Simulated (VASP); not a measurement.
# Au (Fm-3m) in VASP: relaxation of cell and atoms with PBE

Aim: the relaxation of cell and atoms of Au with PBE.

All numbers are computed with VASP 6.6.1; they aren't measurements. Logs are shortened: lines on timing, memory, paths and dates and some standing lists are left out, and cuts for length are marked.

## 1. The cell of the first run

Symmetry: Fm-3m, No. 225, cubic system. The conventional cell has a = 6.374 Å, b = 6.374 Å, c = 6.374 Å, α = 90.00°, β = 90.00°, γ = 90.00°. Within 3.6 Å of Au (site symmetry -43m) lie 10 Au at 2.76 to 3.19 Å. Within 3.6 Å of Au (site symmetry m-3m) lie 8 Au at 2.76 Å.

The cell was built from a structure type or drawn by symmetry, and may not be a known phase.

## 2. Relaxation of cell and atoms, PBE

Input file INCAR:

```
PREC = Accurate
ENCUT = 600
EDIFF = 1E-6
ISMEAR = 0
SIGMA = 0.1
LREAL = False
LASPH = True
NELM = 100
ALGO = Fast
ISIF = 3
LWAVE = False
LCHARG = False
GGA = PE
IBRION = 2
NSW = 100
EDIFFG = -0.01
```

Input file KPOINTS:

```
regular mesh
0
Gamma
  12 12 12
```

Input file POSCAR:

```
Au
1.0
    0.0000000000      3.1872491393      3.1872491393
    3.1872491393      0.0000000000      3.1872491393
    3.1872491393      3.1872491393      0.0000000000
Au
3
Direct
    0.2500000000      0.2500000000      0.2500000000
    0.7500000000      0.7500000000      0.7500000000
    0.5000000000      0.5000000000      0.5000000000
```

Potentials or basis: VASP PAW PBE potentials, release 64 (Au).

Run with:

```console
$ cat potpaw_PBE.64/Au/POTCAR > POTCAR
$ mpirun -np 1 vasp_std > vasp.out
```

OUTCAR:

```text
PREC = Accurate
   ENCUT = 600
   EDIFF = 1E-6
   ISMEAR = 0
   LREAL = False
   LASPH = True
   NELM = 100
   ISIF = 3
   GGA = PE
   IBRION = 2
   NSW = 100
   EDIFFG = -0.01

 ion  position               nearest neighbor table
   1  0.250  0.250  0.250-   3 2.76   3 2.76   3 2.76   3 2.76   2 3.19   2 3.19   2 3.19   2 3.19
                             2 3.19   2 3.19
   2  0.750  0.750  0.750-   3 2.76   3 2.76   3 2.76   3 2.76   1 3.19   1 3.19   1 3.19   1 3.19
                             1 3.19   1 3.19
   3  0.500  0.500  0.500-   1 2.76   1 2.76   1 2.76   2 2.76   2 2.76   2 2.76   2 2.76   1 2.76

  LATTYP: Found a face centered cubic cell.
 ALAT       =     6.3744982786

  Lattice vectors:

 A1 = (   0.0000000000,   3.1872491393,   3.1872491393)
 A2 = (   3.1872491393,   0.0000000000,   3.1872491393)
 A3 = (   3.1872491393,   3.1872491393,   0.0000000000)

Analysis of symmetry for initial positions (statically):
=====================================================================
 Subroutine PRICEL returns:
 Original cell was already a primitive cell.

 Routine SETGRP: Setting up the symmetry group for a
 face centered cubic supercell.

 Subroutine GETGRP returns: Found 48 space group operations
 (whereof 48 operations were pure point group operations)
 out of a pool of 48 trial point group operations.

The static configuration has the point symmetry O_h .

Analysis of symmetry for dynamics (positions and initial velocities):
=====================================================================
 Subroutine PRICEL returns:
 Original cell was already a primitive cell.

 Routine SETGRP: Setting up the symmetry group for a
 face centered cubic supercell.

 Subroutine GETGRP returns: Found 48 space group operations
 (whereof 48 operations were pure point group operations)
 out of a pool of 48 trial point group operations.

The dynamic configuration has the point symmetry O_h .

 Subroutine INISYM returns: Found 48 space group operations
 (whereof 48 operations are pure point group operations),
 and found     1 'primitive' translations

----------------------------------------------------------------------------------------

                                     Primitive cell

  volume of cell :      64.7557

  direct lattice vectors                    reciprocal lattice vectors
     0.000000000  3.187249139  3.187249139    -0.156875091  0.156875091  0.156875091
     3.187249139  0.000000000  3.187249139     0.156875091 -0.156875091  0.156875091
     3.187249139  3.187249139  0.000000000     0.156875091  0.156875091 -0.156875091

  length of vectors
     4.507450959  4.507450959  4.507450959     0.271715629  0.271715629  0.271715629

  position of ions in fractional coordinates (direct lattice)
     0.250000000  0.250000000  0.250000000
     0.750000000  0.750000000  0.750000000
     0.500000000  0.500000000  0.500000000

  ion indices of the primitive-cell ions
   primitive index   ion index
                 1           1
                 2           2
                 3           3

----------------------------------------------------------------------------------------

 KPOINTS: regular mesh

Automatic generation of k-mesh.
 Grid dimensions read from file:
 generate k-points for:   12   12   12

 Generating k-lattice:

  Cartesian coordinates                     Fractional coordinates (reciprocal lattice)
    -0.013072924  0.013072924  0.013072924     0.083333333  0.000000000  0.000000000
     0.013072924 -0.013072924  0.013072924     0.000000000  0.083333333  0.000000000
     0.013072924  0.013072924 -0.013072924     0.000000000  0.000000000  0.083333333

  Length of vectors
     0.022642969  0.022642969  0.022642969

  Shift w.r.t. Gamma in fractional coordinates (k-lattice)
     0.000000000  0.000000000  0.000000000

 Subroutine IBZKPT returns following result:
 ===========================================

 Found     72 irreducible k-points:

 Following reciprocal coordinates:
            Coordinates               Weight
  0.000000  0.000000  0.000000      1.000000
  0.083333  0.000000  0.000000      8.000000
  0.166667  0.000000  0.000000      8.000000
  0.250000  0.000000  0.000000      8.000000
  0.333333  0.000000  0.000000      8.000000
  0.416667  0.000000  0.000000      8.000000
[... 16 lines left out ...]
  0.500000  0.166667  0.000000     24.000000
 -0.416667  0.166667  0.000000     24.000000
 [... further k-points ...]
   k-points           NKPTS =     72   k-points in BZ     NKDIM =     72   number of bands    NBANDS=     20
   number of dos      NEDOS =    301   number of ions     NIONS =      3
   total plane-waves  NPLWV =  46656
   dimension x,y,z NGX =    36 NGY =   36 NGZ =   36
   dimension x,y,z NGXF=    72 NGYF=   72 NGZF=   72
   ions per type =               3
   NGX,Y,Z   is equivalent  to a cutoff of  13.28, 13.28, 13.28 a.u.
   NGXF,Y,Z  is equivalent  to a cutoff of  26.56, 26.56, 26.56 a.u.
 SYSTEM =  unknown system
   PREC   = accura    normal or accurate (medium, high low for compatibility)
   ISTART =      0    job   : 0-new  1-cont  2-samecut
   ICHARG =      2    charge: 1-file 2-atom 10-const
   ISPIN  =      1    spin polarized calculation?
   LNONCOLLINEAR =      F non collinear calculations
   LSORBIT =      F    spin-orbit coupling
   LASPH  =      T    aspherical Exc in radial PAW
   ENCUT  =  600.0 eV  44.10 Ry    6.64 a.u.   9.00  9.00  9.00*2*pi/ulx,y,z
   NELM   =    100;   NELMIN=  2; NELMDL= -5     # of ELM steps
   EDIFF  = 0.1E-05   stopping-criterion for ELM
   LREAL  =      F    real-space projection
   EDIFFG = -.1E-01   stopping-criterion for IOM
   NSW    =    100    number of steps for IOM
   IBRION =      2    ionic relax: 0-MD 1-quasi-New 2-CG
   NFREE  =      1    steps in history (QN), initial steepest desc. (CG)
   ISIF   =      3    stress and relaxation
   ISYM   =      2    0-nonsym 1-usesym 2-fastsym
   POTIM  = 0.5000    time-step for ionic-motion
   TEBEG  =    0.0;   TEEND  =   0.0 temperature during run
   PSTRESS=    0.0 pullay stress
   NELECT =      33.0000    total number of electrons
   NUPDOWN=      -1.0000    fix difference up-down
   EMIN   =  10.00;   EMAX   =-10.00  energy-range for DOS
   EFERMI =   0.00;   METHOD = LEGACY
   ISMEAR =     0;   SIGMA  =   0.10  broadening in eV -4-tet -1-fermi 0-gaus
   EFERMI_NEDOS =   21; number of points for ismear=-14 and -15
   IALGO  =     68    algorithm
   IMIX   =      4    mixing-type and parameters
     AMIX     =   0.40;   BMIX     =  1.00
     AMIX_MAG =   1.60;   BMIX_MAG =  1.00
  volume/ion in A,a.u.               =      21.59       145.66
  Fermi-wavevector in a.u.,A,eV,Ry     =   1.307636  2.471073 23.264757  1.709911
  Thomas-Fermi vector in A             =   2.438357
   LORBIT       =      0    0 simple, 1 ext, 2 COOP (PROOUT), +10 PAW based schemes
   GGA     = PE    functional components
   LHFCALC =     F    Hartree Fock is set to
   AEXX    =    0.0000 exact exchange contribution
   IVDW    =     0    specifies the selected vdW correction
   LEPSILON=     F    determine dielectric tensor
   LRPA    =     F    only Hartree local field effects (RPA)
 conjugate gradient relaxation of ions
 non-spin polarized calculation
 RMM-DIIS sequential band-by-band and
 Gauss-broadening in eV      SIGMA  =   0.10
  energy-cutoff  :      600.00
  volume of cell :       64.76
 maximum number of plane-waves:      2200
   NGX = 17   NGY = 17   NGZ = 17

--------------------------------------- Ionic step        1  -------------------------------------------

 number of electron      32.9999998 magnetization

 Free energy of the ion-electron system (eV)
  ---------------------------------------------------
  ext. energy  EPLUGINS =         0.00000000
  ---------------------------------------------------
  free energy    TOTEN  =        -9.02199025 eV

  energy without entropy =       -9.01515359  energy(sigma->0) =       -9.01857192

------------------------ aborting loop because EDIFF is reached ----------------------------------------

  FORCE on cell =-STRESS in cart. coord.  units (eV):
  Direction    XX          YY          ZZ          XY          YZ          ZX
  --------------------------------------------------------------------------------------
  -------------------------------------------------------------------------------------
  Total       -0.2239280     -0.2239280     -0.2239280      0.0000000      0.0000000     -0.0000000
  in kB       -5.5403971     -5.5403971     -5.5403971      0.0000000      0.0000000     -0.0000000
  external PRESSURE =      -5.5403971 kB  Pullay stress =       0.0000000 kB
[... 59 lines left out ...]
  energy  without entropy=       -9.0152415205  energy(sigma->0) =       -9.01866389

--------------------------------------- Ionic step        3  -------------------------------------------

 number of electron      32.9999997 magnetization

 Free energy of the ion-electron system (eV)
  ---------------------------------------------------
  ext. energy  EPLUGINS =         0.00000000
  ---------------------------------------------------
  free energy    TOTEN  =        -9.02262703 eV

  energy without entropy =       -9.01577639  energy(sigma->0) =       -9.01920171

 E-fermi :   6.0916     XC(G=0): -11.1444

 val. band max:        6.0828086504   @ k =  -0.2500   0.4167   0.1667
 cond. band min:       6.0925493680   @ k =   0.5000   0.3333   0.0000
 fundamental gap:      0.0097407175
 Fermi energy:         6.0915647774

 k-point     1 :       0.0000    0.0000    0.0000
  band No.  band energies     occupation
      1      -1.8474      2.00000
      2       0.6042      2.00000
      3       0.6042      2.00000
      4       1.4268      2.00000
      5       1.4268      2.00000
      6       1.4268      2.00000
[... 12 lines left out ...]
     19      13.2899      0.00000
[... 513 lines left out ...]
      4       1.0215      2.00000
      5       1.3283      2.00000
      6       1.5415      2.00000
[... 12 lines left out ...]
     19      10.7288      0.00000
     20      12.1397      0.00000

 [... further k-points ...]
[... 5 lines left out ...]
  --------------------------------------------------------------------------------------
  -------------------------------------------------------------------------------------
  Total       -0.0015446     -0.0015446     -0.0015446      0.0000000     -0.0000000      0.0000000
  in kB       -0.0384331     -0.0384331     -0.0384331      0.0000000     -0.0000000      0.0000000
  external PRESSURE =      -0.0384331 kB  Pullay stress =       0.0000000 kB
[... 18 lines left out ...]
  FREE ENERGIE OF THE ION-ELECTRON SYSTEM (eV)
  ---------------------------------------------------
  free  energy   TOTEN  =        -9.0226270309 eV

  energy  without entropy=       -9.0157763887  energy(sigma->0) =       -9.01920171

 reached required accuracy - stopping structural energy minimisation
```

Wall time 3.1 min (1 thread of Intel Xeon Platinum 8259CL at 2.50GHz (Skylake/Cascade Lake), shared host); peak memory 0.27 GiB.

What came out:

```yaml
Free_energy: -9.0226 eV
Relaxed_volume: 21.46 Å³/atom
Relaxed_cell: a = 4.499 Å, b = 4.499 Å, c = 4.499 Å, α = 60.00°, β = 60.00°, γ = 60.00°
Space_group_after_relaxing_to_0.1_Å: Fm-3m (No. 225)
Energy_gained_by_relaxing: 0.2 meV/atom
Ionic_steps: 3
Pressure_after_relaxing: 0.0 GPa
Band_gap_on_the_k_mesh: zero (an odd number of electrons rules out a gap without spin polarisation)
```

Step by step:
```
step  energy change (eV)  largest force (eV/Å)  pressure (GPa)  volume (Å³)
   1              0.0000                0.0000           -0.55        64.76
   2             -0.0001                0.0000            0.54        64.06
   3             -0.0006                0.0000            0.00        64.39
```

Final structure:
```
CELL_PARAMETERS angstrom
0.00000 3.18122 3.18122
3.18122 0.00000 3.18122
3.18122 3.18122 0.00000
ATOMIC_POSITIONS crystal
Au 0.25000 0.25000 0.25000
Au 0.75000 0.75000 0.75000
Au 0.50000 0.50000 0.50000
```

Caveat: spin-orbit coupling is left out, which moves the levels of the heavy elements.
